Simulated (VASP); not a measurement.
The system is Mg3CdSe4.

```xyz
8
Lattice="-2.8644 2.8644 5.7288 2.8644 -2.8644 5.7288 2.8644 2.8644 -5.7288" Properties=species:S:1:pos:R:3 pbc="T T T"
Mg    0.0000    2.8644    2.8644
Mg    2.8644    0.0000    2.8644
Mg    0.0000    0.0000    0.0000
Cd    0.0000    0.0000    5.7288
Se    2.8644    0.0000    0.0000
Se    0.0000    0.0000    8.5933
Se    0.0000    2.8644    0.0000
Se    0.0000    0.0000    2.8644
```

```yaml
Program: VASP 6.6.1
Task: relaxation of cell and atoms
Functional: PBE
Potentials_or_basis: VASP PAW PBE potentials, release 64 (Mg, Cd, Se)
Cutoff: 600 eV
k_mesh: 4 × 4 × 4
Occupations: gaussian, width 0.1 eV
Spin: no spin polarisation
```

At the start: pressure -4.1 GPa; volume 23.50 Å³/atom.

Where does the relaxation end?

Over 5 steps the energy falls by 28.3 meV/atom and the volume is 21.65 Å³/atom (-7.9 %); space group I4/mmm (No. 139, to 0.05 Å).

Step by step:
| step | energy change (eV) | largest force (eV/Å) | pressure (GPa) | volume (Å³) |
| --- | --- | --- | --- | --- |
| 1 | 0.0000 | 0.2943 | -4.09 | 188.02 |
| 2 | -0.2039 | 0.3340 | 0.54 | 172.14 |
| 3 | -0.2056 | 0.3312 | 0.11 | 173.33 |
| 4 | -0.2148 | 0.2461 | 0.09 | 173.29 |
| 5 | -0.2263 | 0.0025 | 0.09 | 173.17 |

Final structure:
```xyz
8
Lattice="-2.7852 2.7852 5.5806 2.7852 -2.7852 5.5806 2.7852 2.7852 -5.5806" Properties=species:S:1:pos:R:3 pbc="T T T"
Mg    0.0000    2.7852    2.7903
Mg    2.7852    0.0000    2.7903
Mg    0.0000    0.0000    0.0000
Cd    0.0000    0.0000    5.5806
Se    2.7852    0.0000    0.0000
Se    0.0000    0.0000    8.4461
Se    0.0000    2.7852    0.0000
Se    0.0000    0.0000    2.7150
```
